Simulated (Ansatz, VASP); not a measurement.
# Two plane-wave programs on CsI

```xyz
4
Lattice="-4.6660 0.0000 -4.6660 0.0000 -4.6660 -4.6660 -4.6660 -4.6660 0.0000" Properties=species:S:1:pos:R:3 pbc="T T T"
Cs   -4.6660   -4.6660   -4.6660
Cs    0.0000    0.0000    0.0000
I    -2.3330   -2.3330   -2.3330
I    -6.9990   -6.9990   -6.9990
```

Alike in both runs: task single point; functional PBE; k mesh 4 × 4 × 4; occupations gaussian, width 0.05 eV; no spin polarisation.

|  | VASP | Ansatz |
| --- | --- | --- |
| version | VASP 6.6.1 | Ansatz 0.2.0 |
| potentials or method | VASP PAW PBE potentials, release 64 (Cs_sv, I), cutoff 500 eV | scalar-relativistic, plane waves, PAW |
| valence electrons in the cell | 32 | 52 |

|  | VASP | Ansatz | Ansatz less VASP |
| --- | --- | --- | --- |
| gap on the k mesh at the Fermi level (eV) | 3.68 | 3.69 | +0.012 |
| least direct gap on the mesh (eV) | 3.77 | 3.78 | +0.009 |
| pressure (GPa) | 0.0 | 0.0 | -0.02 |

The functional is the same, so the differences come from potentials, cutoffs and numerics. VASP's potentials hold 32 valence electrons a cell and Ansatz's 52, so a difference there can come from the potentials and not from the codes.

Neither program's run includes spin-orbit coupling.
